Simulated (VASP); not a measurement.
Wanted: the native input for a VASP 6.6.1 run.

```
Task                   : relaxation of cell and atoms
Functional             : PBE
Potentials or basis    : VASP PAW PBE potentials, release 64 (V_sv)
Cutoff                 : 600 eV
k mesh                 : 20 × 20 × 20
Occupations            : gaussian, width 0.1 eV
Spin                   : no spin polarisation
Target pressure        : 50 GPa
Dipole correction      : no
Further INCAR settings : ALGO = Fast; EDIFF = 1e-06; IBRION = 2; EDIFFG = -0.008; NSW = 70; ISIF = 3
```

The structure of V lies in POSCAR:

```
V
1.0
   -1.4060078269      1.4060078269      1.4060078269
    1.4060078269     -1.4060078269      1.4060078269
    1.4060078269      1.4060078269     -1.4060078269
V
1
Direct
    0.0000000000      0.0000000000      0.0000000000
```

The input as run:

INCAR

```
SYSTEM = V
PREC = Accurate
ENCUT = 600
EDIFF = 1E-6
ISMEAR = 0
SIGMA = 0.1
LREAL = .FALSE.
LASPH = .TRUE.
NELM = 100
ALGO = Fast
ISIF = 3
LWAVE = .FALSE.
LCHARG = .FALSE.
GGA = PE
IBRION = 2
NSW = 70
EDIFFG = -0.008
PSTRESS = 500.0
```

KPOINTS

```
Automatic mesh
0
G
  20 20 20
  0 0 0
```

Potentials or basis: VASP PAW PBE potentials, release 64 (V_sv).

The run is started by

```sh
$ cat potpaw_PBE.64/V_sv/POTCAR > POTCAR
$ mpirun -np 1 vasp_std > vasp.out
```

It gave:

The relaxed volume is 11.12 Å³/atom, the relaxed cell is a = 2.436 Å, b = 2.436 Å, c = 2.436 Å, α = 109.47°, β = 109.47°, γ = 109.47° and the space group after relaxing (to 0.05 Å) is Im-3m (No. 229). The energy change on relaxing (the enthalpy is what falls) is -1.7 meV/atom, the ionic steps are 5 and the pressure after relaxing is 50.0 GPa.

Caveat: the cell is relaxed towards a set pressure, so the enthalpy falls and the energy may rise.

Run time: 41 s on 1 thread of Intel(R) Xeon(R) Platinum 8488C (Sapphire Rapids), with other jobs on the host, peak memory 0.16 GiB.
